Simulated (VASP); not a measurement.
# Fe (Immm) in VASP: a series of runs

The runs below take Fe through single point, with PBE.

Everything below comes from runs of VASP 6.6.1. Logs are shortened: lines on timing, memory, paths and dates and some standing lists are left out, and cuts for length are marked.

### 1 The cell of the first run

Symmetry: Immm, No. 71, orthorhombic system. The conventional cell has a = 2.624 Å, b = 2.633 Å, c = 2.832 Å, α = 90.00°, β = 90.00°, γ = 90.00°. Within 3.1 Å of Fe (site symmetry mmm) lie 14 Fe at 2.34 to 2.83 Å.

### 2 Single point, PBE, collinear spin, ferromagnetic start (normal strain along x -0.0733, normal strain along z -0.0700)

Input file INCAR:

```
SYSTEM = Fe
PREC = Accurate ; ENCUT = 520
EDIFF = 1E-6 ; ISMEAR = 0
SIGMA = 0.15 ; LREAL = .FALSE.
LASPH = .TRUE. ; NELM = 150
ALGO = Fast ; ISIF = 2
LWAVE = .FALSE. ; LCHARG = .TRUE.
ISPIN = 2 ; MAGMOM = 2.44
LORBIT = 11 ; LMAXMIX = 4
GGA = PE ; LELF = .TRUE.
LVHAR = .TRUE. ; NBANDS = 14
```

Input file KPOINTS:

```
regular mesh
0
G
  10 10 10
  0 0 0
```

Input file POSCAR:

```
Fe
1.0
   -1.3119987705      1.4157750842      1.3166708283
    1.3119987705     -1.4157750842      1.3166708283
    1.3119987705      1.4157750842     -1.3166708283
Fe
1
Direct
    0.0000000000      0.0000000000      0.0000000000
```

Potentials or basis: VASP PAW PBE potentials, release 64 (Fe).

The run is started by

```console
cat potpaw_PBE.64/Fe/POTCAR > POTCAR
mpirun -np 1 vasp_std > vasp.out
```

OUTCAR:

```text
SYSTEM = Fe
   PREC = Accurate
   ENCUT = 520
   EDIFF = 1E-6
   ISMEAR = 0
   LREAL = .FALSE.
   LASPH = .TRUE.
   NELM = 150
   ISIF = 2
   ISPIN = 2
   LORBIT = 11
   GGA = PE

 ion  position               nearest neighbor table
   1  0.000  0.000  0.000-

  LATTYP: Found a body centered orthorhombic cell.
 ALAT       =     2.6239975410
 B/A-ratio  =     1.0035610230
 C/A-ratio  =     1.0790978742

  Lattice vectors:

 A1 = (  -1.3119987705,  -1.4157750842,   1.3166708283)
 A2 = (   1.3119987705,  -1.4157750842,  -1.3166708283)
 A3 = (   1.3119987705,   1.4157750842,   1.3166708283)

Analysis of symmetry for initial positions (statically):
=====================================================================
 Subroutine PRICEL returns:
 Original cell was already a primitive cell.

 Routine SETGRP: Setting up the symmetry group for a
 body centered orthorhombic supercell.

 Subroutine GETGRP returns: Found  8 space group operations
 (whereof  8 operations were pure point group operations)
 out of a pool of  8 trial point group operations.

The static configuration has the point symmetry D_2h.

Analysis of symmetry for dynamics (positions and initial velocities):
=====================================================================
 Subroutine PRICEL returns:
 Original cell was already a primitive cell.

 Routine SETGRP: Setting up the symmetry group for a
 body centered orthorhombic supercell.

 Subroutine GETGRP returns: Found  8 space group operations
 (whereof  8 operations were pure point group operations)
 out of a pool of  8 trial point group operations.

The dynamic configuration has the point symmetry D_2h.

Analysis of structural, dynamic, and magnetic symmetry:
=====================================================================
 Subroutine PRICEL returns:
 Original cell was already a primitive cell.

 Routine SETGRP: Setting up the symmetry group for a
 body centered orthorhombic supercell.

 Subroutine GETGRP returns: Found  8 space group operations
 (whereof  8 operations were pure point group operations)
 out of a pool of  8 trial point group operations.

The overall configuration has the point symmetry D_2h.

 Subroutine INISYM returns: Found  8 space group operations
 (whereof  8 operations are pure point group operations),
 and found     1 'primitive' translations

----------------------------------------------------------------------------------------

                                     Primitive cell

  volume of cell :       9.7828

  direct lattice vectors                    reciprocal lattice vectors
    -1.311998771  1.415775084  1.316670828     0.000000000  0.353163441  0.379745635
     1.311998771 -1.415775084  1.316670828     0.381097918  0.000000000  0.379745635
     1.311998771  1.415775084 -1.316670828     0.381097918  0.353163441  0.000000000

  length of vectors
     2.336532031  2.336532031  2.336532031     0.518585734  0.537998486  0.519576788

  position of ions in fractional coordinates (direct lattice)
     0.000000000  0.000000000  0.000000000

  ion indices of the primitive-cell ions
   primitive index   ion index
                 1           1

----------------------------------------------------------------------------------------

 KPOINTS: regular mesh

Automatic generation of k-mesh.
 Grid dimensions read from file:
 generate k-points for:   10   10   10

 Generating k-lattice:

  Cartesian coordinates                     Fractional coordinates (reciprocal lattice)
     0.000000000  0.035316344  0.037974564     0.100000000  0.000000000  0.000000000
     0.038109792  0.000000000  0.037974564     0.000000000  0.100000000  0.000000000
     0.038109792  0.035316344  0.000000000     0.000000000  0.000000000  0.100000000

  Length of vectors
     0.051858573  0.053799849  0.051957679

  Shift w.r.t. Gamma in fractional coordinates (k-lattice)
     0.000000000  0.000000000  0.000000000

 Subroutine IBZKPT returns following result:
 ===========================================

 Found    171 irreducible k-points:

 Following reciprocal coordinates:
            Coordinates               Weight
  0.000000  0.000000  0.000000      1.000000
  0.100000  0.000000  0.000000      4.000000
  0.200000  0.000000  0.000000      4.000000
  0.300000  0.000000  0.000000      4.000000
  0.400000  0.000000 -0.000000      4.000000
  0.500000  0.000000  0.000000      2.000000
[... 16 lines left out ...]
 -0.400000  0.200000  0.000000      8.000000
 -0.300000  0.200000  0.000000      8.000000
 [... further k-points ...]
   k-points           NKPTS =    171   k-points in BZ     NKDIM =    171   number of bands    NBANDS=     14
   number of dos      NEDOS =    301   number of ions     NIONS =      1
   total plane-waves  NPLWV =   5832
   dimension x,y,z NGX =    18 NGY =   18 NGZ =   18
   dimension x,y,z NGXF=    36 NGYF=   36 NGZF=   36
   ions per type =               1
   NGX,Y,Z   is equivalent  to a cutoff of  12.81, 12.81, 12.81 a.u.
   NGXF,Y,Z  is equivalent  to a cutoff of  25.61, 25.61, 25.61 a.u.
 SYSTEM =  Fe
   PREC   = accura    normal or accurate (medium, high low for compatibility)
   ISTART =      0    job   : 0-new  1-cont  2-samecut
   ICHARG =      2    charge: 1-file 2-atom 10-const
   ISPIN  =      2    spin polarized calculation?
   LNONCOLLINEAR =      F non collinear calculations
   LSORBIT =      F    spin-orbit coupling
   LASPH  =      T    aspherical Exc in radial PAW
   ENCUT  =  520.0 eV  38.22 Ry    6.18 a.u.   4.34  4.34  4.34*2*pi/ulx,y,z
   NELM   =    150;   NELMIN=  2; NELMDL= -5     # of ELM steps
   EDIFF  = 0.1E-05   stopping-criterion for ELM
   LREAL  =      F    real-space projection
   EDIFFG = 0.1E-04   stopping-criterion for IOM
   NSW    =      0    number of steps for IOM
   IBRION =     -1    ionic relax: 0-MD 1-quasi-New 2-CG
   NFREE  =      0    steps in history (QN), initial steepest desc. (CG)
   ISIF   =      2    stress and relaxation
   ISYM   =      2    0-nonsym 1-usesym 2-fastsym
   POTIM  = 0.5000    time-step for ionic-motion
   TEBEG  =    0.0;   TEEND  =   0.0 temperature during run
   PSTRESS=    0.0 pullay stress
   NELECT =       8.0000    total number of electrons
   NUPDOWN=      -1.0000    fix difference up-down
   EMIN   =  10.00;   EMAX   =-10.00  energy-range for DOS
   EFERMI =   0.00;   METHOD = LEGACY
   ISMEAR =     0;   SIGMA  =   0.15  broadening in eV -4-tet -1-fermi 0-gaus
   EFERMI_NEDOS =   21; number of points for ismear=-14 and -15
   IALGO  =     68    algorithm
   IMIX   =      4    mixing-type and parameters
     AMIX     =   0.40;   BMIX     =  1.00
     AMIX_MAG =   1.60;   BMIX_MAG =  1.00
  volume/ion in A,a.u.               =       9.78        66.02
  Fermi-wavevector in a.u.,A,eV,Ry     =   1.530911  2.893002 31.887806  2.343688
  Thomas-Fermi vector in A             =   2.638328
   LORBIT       =     11    0 simple, 1 ext, 2 COOP (PROOUT), +10 PAW based schemes
   GGA     = PE    functional components
   LHFCALC =     F    Hartree Fock is set to
   AEXX    =    0.0000 exact exchange contribution
   IVDW    =     0    specifies the selected vdW correction
   LEPSILON=     F    determine dielectric tensor
   LRPA    =     F    only Hartree local field effects (RPA)
 spin polarized calculation
 RMM-DIIS sequential band-by-band and
 Gauss-broadening in eV      SIGMA  =   0.15
  energy-cutoff  :      520.00
  volume of cell :        9.78
 maximum number of plane-waves:       273
 NGX is ok and might be reduce to    18
   NGX =  9   NGY =  9   NGZ =  9

 number of electron       7.9999995 magnetization       1.9336937

 Free energy of the ion-electron system (eV)
  ---------------------------------------------------
  ext. energy  EPLUGINS =         0.00000000
  ---------------------------------------------------
  free energy    TOTEN  =        -8.05896192 eV

  energy without entropy =       -8.04822789  energy(sigma->0) =       -8.05359491

 E-fermi :   7.6048     XC(G=0): -13.9892

 val. band max:        7.5859066232   @ k =   0.3000  -0.2000   0.1000
 cond. band min:       7.6089271482   @ k =  -0.3000   0.3000   0.3000
 fundamental gap:      0.0230205249
 Fermi energy:         7.6048129247

 spin component 1

 k-point     1 :       0.0000    0.0000    0.0000
  band No.  band energies     occupation
      1      -1.8521      1.00000
      2       4.7784      1.00000
      3       4.8060      1.00000
      4       5.2532      1.00000
      5       6.1661      1.00000
      6       6.6258      1.00000
      7      32.8654      0.00000
      8      34.5159      0.00000
      9      34.6233      0.00000
     10      39.7556      0.00000
     11      40.6364      0.00000
     12      42.4763      0.00000
     13      42.4845      0.00000
     14      42.6139      0.00000
[... 375 lines left out ...]
 k-point    24 :      -0.3000    0.2000    0.0000
  band No.  band energies     occupation
      1       0.8266      1.00000
      2       4.2746      1.00000
      3       4.5096      1.00000
      4       6.0320      1.00000
      5       6.4611      1.00000
      6       6.8946      1.00000
      7      25.0496      0.00000
      8      28.3028      0.00000
      9      33.6528      0.00000
     10      35.3833      0.00000
     11      40.2566      0.00000
     12      41.4614      0.00000
     13      45.3322      0.00000
     14      48.0782      0.00000

 [... further k-points ...]

 spin component 2

 k-point     1 :       0.0000    0.0000    0.0000
  band No.  band energies     occupation
      1      -1.6407      1.00000
      2       6.3401      1.00000
      3       6.3753      1.00000
      4       6.9881      1.00000
      5       8.6040      0.00000
      6       9.2750      0.00000
      7      32.6820      0.00000
      8      34.4040      0.00000
      9      34.5114      0.00000
     10      40.1818      0.00000
     11      40.7673      0.00000
     12      43.0719      0.00000
     13      43.2111      0.00000
     14      43.5742      0.00000
[... 375 lines left out ...]
 k-point    24 :      -0.3000    0.2000    0.0000
  band No.  band energies     occupation
      1       1.1343      1.00000
      2       5.8020      1.00000
      3       6.0290      1.00000
      4       8.2561      0.00000
      5       8.5224      0.00000
      6       9.1858      0.00000
      7      25.6784      0.00000
      8      28.6821      0.00000
      9      34.1016      0.00000
     10      35.6574      0.00000
     11      40.5541      0.00000
     12      41.9447      0.00000
     13      45.7354      0.00000
     14      48.6055      0.00000

 [... further k-points ...]
[... 5 lines left out ...]
  --------------------------------------------------------------------------------------
  -------------------------------------------------------------------------------------
  Total        2.8073062      1.9339035      2.7481560      0.0000000      0.0000000      0.0000000
  in kB      459.7645395    316.7236506    450.0772595      0.0000000      0.0000000      0.0000000
  external PRESSURE =     408.8551499 kB  Pullay stress =       0.0000000 kB

 VOLUME and BASIS-vectors are now :
 -----------------------------------------------------------------------------
  energy-cutoff  :      520.00
  volume of cell :        9.78
      direct lattice vectors                 reciprocal lattice vectors
    -1.311998771  1.415775084  1.316670828     0.000000000  0.353163441  0.379745635
     1.311998771 -1.415775084  1.316670828     0.381097918  0.000000000  0.379745635
     1.311998771  1.415775084 -1.316670828     0.381097918  0.353163441  0.000000000

 POSITION                                       TOTAL-FORCE (eV/Angst)
 -----------------------------------------------------------------------------------
      0.00000      0.00000      0.00000        -0.000000     -0.000000     -0.000000
 -----------------------------------------------------------------------------------
    total drift:                                0.000000      0.000000      0.000000

  FREE ENERGIE OF THE ION-ELECTRON SYSTEM (eV)
  ---------------------------------------------------
  free  energy   TOTEN  =        -8.0589619248 eV

  energy  without entropy=       -8.0482278862  energy(sigma->0) =       -8.05359491

 total charge

# of ion       s       p       d       tot
------------------------------------------
    1        0.560   0.691   6.378   7.629

 magnetization (x)

# of ion       s       p       d       tot
------------------------------------------
    1       -0.010  -0.052   1.967   1.905
```

Run time: 22 s. Hardware: 1 thread of Intel Xeon 6975P-C (Granite Rapids), shared host; peak memory 0.15 GiB.

What came out:

| Quantity | Value |
| --- | --- |
| Free energy | -8.0590 eV |
| Pressure | 40.9 GPa |
| Net moment | 1.93 μB per cell |
| Site moments | Fe +1.91 μB |
| Valence electrons inside the program's atomic spheres | Fe 7.63 |

Levels at points of the mesh, in eV from the Fermi level:
Spin up:
| k point | band 1 | band 2 | band 3 | band 4 | band 5 | band 6 | band 7 | band 8 | band 9 | band 10 |
| --- | --- | --- | --- | --- | --- | --- | --- | --- | --- | --- |
| (0.00, 0.00, 0.00) | -9.46 | -2.83 | -2.80 | -2.35 | -1.44 | -0.98 | 25.26 | 26.91 | 27.02 | 32.15 |
| (0.50, 0.00, 0.00) | -5.86 | -3.81 | -1.48 | -0.79 | 0.16 | 0.63 | 8.47 | 20.13 | 23.62 | 26.43 |
| (0.00, 0.50, 0.00) | -5.95 | -4.45 | -0.75 | -0.68 | 0.76 | 0.89 | 9.31 | 18.55 | 20.94 | 24.69 |
| (0.50, 0.50, 0.00) | -5.87 | -3.85 | -1.47 | -0.76 | 0.20 | 0.63 | 8.52 | 20.05 | 23.49 | 26.34 |
| (0.50, 0.50, 0.50) | -6.04 | -5.80 | 0.22 | 0.41 | 0.42 | 8.95 | 11.96 | 12.12 | 16.16 | 18.12 |
Spin down:
```
           k point  band 1  band 2  band 3  band 4  band 5  band 6  band 7  band 8
(0.00, 0.00, 0.00)   -9.25   -1.26   -1.23   -0.62    1.00    1.67   25.08   26.80
(0.50, 0.00, 0.00)   -4.75   -2.33    0.33    0.85    1.74    2.54    9.71   20.19
(0.00, 0.50, 0.00)   -4.76   -3.10    1.09    1.67    1.89    2.61   10.55   18.75
(0.50, 0.50, 0.00)   -4.75   -2.36    0.37    0.88    1.77    2.54    9.76   20.11
(0.50, 0.50, 0.50)   -4.38   -4.16    2.17    2.23    2.24    9.23   12.26   12.42
```

Caveat: the cell differs from its parent crystal (normal strain along x -0.0733, normal strain along z -0.0700).

### 3 Single point, PBE, collinear spin, ferromagnetic start (normal strain along x -0.0733, normal strain along z -0.0467)

Input file INCAR:

```
SYSTEM = Fe
  PREC = Accurate
  ENCUT = 520
  EDIFF = 1E-7
  ISMEAR = 0
  SIGMA = 0.15
  LREAL = .False.
  LASPH = .True.
  NELM = 150
  ALGO = Fast
  ISIF = 2
  LWAVE = .False.
  LCHARG = .False.
  ISPIN = 2
  MAGMOM = 2.44
  LORBIT = 11
  LMAXMIX = 4
  GGA = PE
  NBANDS = 14
```

Input file KPOINTS:

```
regular mesh
0
Gamma
  10 10 10
  0 0 0
```

Input file POSCAR:

```
Fe
1.0
   -1.3119987705      1.4157750842      1.3496583878
    1.3119987705     -1.4157750842      1.3496583878
    1.3119987705      1.4157750842     -1.3496583878
Fe
1
Direct
    0.0000000000      0.0000000000      0.0000000000
```

Potentials or basis: VASP PAW PBE potentials, release 64 (Fe).

The run is started by

```console
cat potpaw_PBE.64/Fe/POTCAR > POTCAR
mpirun -np 1 vasp_std > vasp.out
```

Wall time 23 s (1 thread of Intel Xeon 6975P-C (Granite Rapids), shared host); peak memory 0.15 GiB.

Results (log left out):

* Free energy: -8.1183 eV
* Pressure: 32.5 GPa
* Band gap on the k mesh: zero (filled and empty bands overlap)
* Net moment: 1.99 μB per cell
* Site moments: Fe +1.96 μB
* Valence electrons inside the program's atomic spheres: Fe 7.56

Stress tensor (GPa, compression positive):
```
39.97  0.00  0.00
 0.00 24.88  0.00
 0.00  0.00 32.59
```

Levels at points of the mesh, in eV from the Fermi level:
Spin up:
| k point | band 1 | band 2 | band 3 | band 4 | band 5 | band 6 | band 7 | band 8 | band 9 | band 10 |
| --- | --- | --- | --- | --- | --- | --- | --- | --- | --- | --- |
| (0.00, 0.00, 0.00) | -9.30 | -2.85 | -2.65 | -2.37 | -1.42 | -1.00 | 25.19 | 26.21 | 27.03 | 31.70 |
| (0.50, 0.00, 0.00) | -5.71 | -3.66 | -1.44 | -0.96 | 0.07 | 0.55 | 8.10 | 20.10 | 23.47 | 26.20 |
| (0.00, 0.50, 0.00) | -5.79 | -4.28 | -0.91 | -0.67 | 0.66 | 0.80 | 8.95 | 18.49 | 20.80 | 24.45 |
| (0.50, 0.50, 0.00) | -5.73 | -3.90 | -1.37 | -0.71 | 0.35 | 0.57 | 8.43 | 19.48 | 22.44 | 25.53 |
| (0.50, 0.50, 0.50) | -5.85 | -5.65 | 0.18 | 0.30 | 0.36 | 9.10 | 11.04 | 12.27 | 16.03 | 17.66 |
Spin down:
```csv
k point,band 1,band 2,band 3,band 4,band 5,band 6,band 7
"(0.00, 0.00, 0.00)",-9.10,-1.25,-0.98,-0.59,1.08,1.68,24.99
"(0.50, 0.00, 0.00)",-4.57,-2.10,0.23,0.88,1.67,2.54,9.37
"(0.00, 0.50, 0.00)",-4.58,-2.86,0.98,1.59,1.91,2.59,10.22
"(0.50, 0.50, 0.00)",-4.57,-2.39,0.52,1.07,1.85,2.54,9.70
"(0.50, 0.50, 0.50)",-4.16,-3.97,2.18,2.22,2.24,9.38,11.33
```

Caveat: the cell differs from its parent crystal (normal strain along x -0.0733, normal strain along z -0.0467).

### 4 Single point, PBE, collinear spin, ferromagnetic start (normal strain along x -0.0733, normal strain along z -0.0233)

Input file INCAR:

```
SYSTEM = Fe
PREC = Accurate ; ENCUT = 520
EDIFF = 1E-6 ; ISMEAR = 0
SIGMA = 0.15 ; LREAL = .FALSE.
LASPH = .TRUE. ; NELM = 150
ALGO = Normal ; ISIF = 2
LWAVE = .FALSE. ; LCHARG = .FALSE.
ISPIN = 2 ; MAGMOM = 2.44
LORBIT = 11 ; LMAXMIX = 4
GGA = PE ; NBANDS = 14
```

Input file KPOINTS:

```
Automatic mesh
0
G
  10 10 10
  0 0 0
```

Input file POSCAR:

```
Fe
1.0
   -1.3119987705      1.4157750842      1.3827875247
    1.3119987705     -1.4157750842      1.3827875247
    1.3119987705      1.4157750842     -1.3827875247
Fe
1
Direct
    0.0000000000      0.0000000000      0.0000000000
```

The run is started by

```console
cat potpaw_PBE.64/Fe/POTCAR > POTCAR
mpirun -np 1 vasp_std > vasp.out
```

Wall time 19 s (1 thread of Intel Xeon 6975P-C (Granite Rapids), shared host); peak memory 0.15 GiB.

The run converged. Its results:

* Free energy: -8.1597 eV
* Pressure: 24.9 GPa
* Band gap on the k mesh: zero (filled and empty bands overlap)
* Net moment: 2.03 μB per cell
* Site moments: Fe +2.01 μB
* Valence electrons inside the program's atomic spheres: Fe 7.50

Stress tensor (GPa, compression positive):
```
34.49  0.00  0.00
 0.00 18.56  0.00
 0.00  0.00 21.70
```

Levels at points of the mesh, in eV from the Fermi level:
Spin up:
```csv
k point,band 1,band 2,band 3,band 4,band 5,band 6,band 7,band 8,band 9,band 10
"(0.00, 0.00, 0.00)",-9.14,-2.85,-2.49,-2.37,-1.42,-1.00,25.10,25.58,27.05,31.23
"(0.50, 0.00, 0.00)",-5.56,-3.49,-1.42,-1.08,0.01,0.48,7.76,20.10,23.33,26.01
"(0.00, 0.50, 0.00)",-5.62,-4.11,-1.05,-0.63,0.57,0.73,8.62,18.46,20.68,24.25
"(0.50, 0.50, 0.00)",-5.59,-3.93,-1.27,-0.65,0.52,0.53,8.37,18.94,21.47,24.77
"(0.50, 0.50, 0.50)",-5.67,-5.48,0.15,0.21,0.32,9.25,10.19,12.43,15.84,17.27
```
Spin down:
```tsv
k point	band 1	band 2	band 3	band 4	band 5	band 6	band 7
(0.00, 0.00, 0.00)	-8.95	-1.21	-0.73	-0.55	1.10	1.72	24.91
(0.50, 0.00, 0.00)	-4.40	-1.87	0.15	0.89	1.63	2.54	9.06
(0.00, 0.50, 0.00)	-4.39	-2.62	0.89	1.49	1.96	2.57	9.91
(0.50, 0.50, 0.00)	-4.39	-2.40	0.67	1.24	1.94	2.54	9.66
(0.50, 0.50, 0.50)	-3.96	-3.77	2.20	2.22	2.25	9.53	10.47
```

Caveat: the cell differs from its parent crystal (normal strain along x -0.0733, normal strain along z -0.0233).

### 5 The runs side by side

```csv
cell,gap on the mesh (eV),pressure (GPa),moment (μB)
"a = 2.337 Å, angles 111.7, 105.4, 111.4°, 1 atom",none,40.9,1.93
"a = 2.355 Å, angles 112.3, 106.1, 110.1°, 1 atom",none,32.5,1.99
"a = 2.374 Å, angles 112.9, 106.8, 108.8°, 1 atom",none,24.9,2.03
```

Alike in all rows: task single point; level PBE; potentials or basis VASP PAW PBE potentials, release 64 (Fe); spin collinear, ferromagnetic start; k mesh 10 × 10 × 10; cutoff (eV) 520; smearing gaussian 0.15 eV.

Total energies depend on the potentials used, so only differences within one code and one set of settings carry meaning.
